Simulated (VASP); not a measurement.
A run of VASP 6.6.1 is set up as follows.

The input INCAR:

```
SYSTEM = SiNi
ALGO = Normal
EDIFF = 1E-7
ENCUT = 520
GGA = CA
ISIF = 2
ISMEAR = -1
LASPH = .TRUE.
LCHARG = .FALSE.
LREAL = .FALSE.
LWAVE = .FALSE.
NBANDS = 14
NELM = 80
PREC = Accurate
SIGMA = 0.08
```

KPOINTS

```
k-points
0
G
  16 16 16
  0 0 0
```

Contents of POSCAR:

```
SiNi
1.0
    0.0000000000      2.0005013062      2.0005013062
    2.0005013062      0.0000000000      2.0005013062
    2.0005013062      2.0005013062      0.0000000000
Ni Si
1 1
Direct
    0.0000000000      0.0000000000      0.0000000000
    0.5000000000      0.5000000000      0.5000000000
```

Potentials or basis: VASP PAW LDA potentials, release 64 (Ni, Si).

Run with:

```bash
$ cat potpaw_LDA.64/Ni/POTCAR potpaw_LDA.64/Si/POTCAR > POTCAR
$ mpirun -np 1 vasp_std > vasp.out
```

**Question.** Estimate the pressure.

**Answer.** 198.7 GPa.

**Question.** What does it give for the band gap on the k mesh?

**Answer.** Zero (band 7 reaches 24.36 eV, above the bottom of band 8 at 15.67 eV).

 Spin polarisation is off, so any magnetic state and its effect on volume and gap are missing.
